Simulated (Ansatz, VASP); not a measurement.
**Two plane-wave programs on Ga2O3**

```
Ga O
1.0
     2.55461    1.47490    4.59268
    -2.55461    1.47490    4.59268
     0.00000   -2.94981    4.59268
Ga O
4 6
Direct
  0.35540 0.35540 0.35540
  0.14460 0.14460 0.14460
  0.64460 0.64460 0.64460
  0.85540 0.85540 0.85540
  0.55363 0.94637 0.25000
  0.25000 0.55363 0.94637
  0.94637 0.25000 0.55363
  0.44637 0.05363 0.75000
  0.75000 0.44637 0.05363
  0.05363 0.75000 0.44637
```

Change from the starting cell: strain +0.025 along x and y, +0.025 along z, atoms carried along.

Alike in both runs: task single point; functional r2SCAN; k mesh 6 × 6 × 6; occupations gaussian, width 0.05 eV; no spin polarisation.

```csv
,VASP,Ansatz
version,VASP 6.6.1,Ansatz 0.2.0
potentials or method,"VASP PAW PBE potentials, release 64 (Ga_d, O), cutoff 520 eV","scalar-relativistic, plane waves, PAW"
valence electrons in the cell,88,88
```

VASP gave:

```
gap on the k mesh at the Fermi level (eV)                     : 2.74
least direct gap on the mesh (eV)                             : 2.96
pressure (GPa)                                                : -13.5
traceless stress, the component that is largest in VASP (GPa) : 0.92
rms of the force components (eV/Å)                            : 0.017
```

**Question.** Estimate Ansatz's values.

**Answer.** gap on the k mesh at the Fermi level (eV): 2.75; least direct gap on the mesh (eV): 2.97; pressure (GPa): -14.8; traceless stress, the component that is largest in VASP (GPa): 1.21; rms of the force components (eV/Å): 0.005.

VASP's potentials were made for PBE, not for r2SCAN. Atom by atom the forces differ by 0.017 eV/Å (rms over components).
